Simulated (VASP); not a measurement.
Wanted: the native input for a VASP 6.6.1 run.

```yaml
Task: single point
Functional: PBE
Potentials_or_basis: VASP PAW PBE potentials, release 64 (Hf_pv, C)
Cutoff: 520 eV
k_mesh: 16 × 16 × 16
Occupations: gaussian, width 0.1 eV
Spin: no spin polarisation
Dipole_correction: no
Further_INCAR_settings: ALGO = Normal; EDIFF = 1e-06; NBANDS = 14
```

The structure of HfC lies in POSCAR:

```
HfC
1.0
    0.0000000000      2.3257467221      2.3257467221
    2.3257467221      0.0000000000      2.3257467221
    2.3257467221      2.3257467221      0.0000000000
Hf C
1 1
Direct
    0.5000000000      0.5000000000      0.5000000000
    0.0000000000      0.0000000000      0.0000000000
```

These files were run (other wordings do the same):

INCAR

```
ALGO = Normal ; EDIFF = 1E-6
ENCUT = 520 ; GGA = PE
ISIF = 2 ; ISMEAR = 0
LASPH = T ; LCHARG = T
LELF = T ; LREAL = F
LVHAR = T ; LWAVE = F
NBANDS = 14 ; NELM = 80
PREC = Accurate ; SIGMA = 0.1
```

KPOINTS

```
k-points
0
Gamma
  16 16 16
```

Potentials or basis: VASP PAW PBE potentials, release 64 (Hf_pv, C).

The run is started by

```sh
$ cat potpaw_PBE.64/Hf_pv/POTCAR potpaw_PBE.64/C/POTCAR > POTCAR
$ mpirun -np 1 vasp_std > vasp.out
```

It gave:

```
Pressure               : -0.7 GPa
Band gap on the k mesh : zero (band 7 reaches 6.95 eV, above the bottom of band 8 at 5.52 eV)
```

Caveat: spin-orbit coupling is left out, which moves the levels of the heavy elements.

It took 23 s on 1 thread of AMD EPYC 9R45 96-Core Processor (Zen 5), on a shared host, peak memory 0.15 GiB.
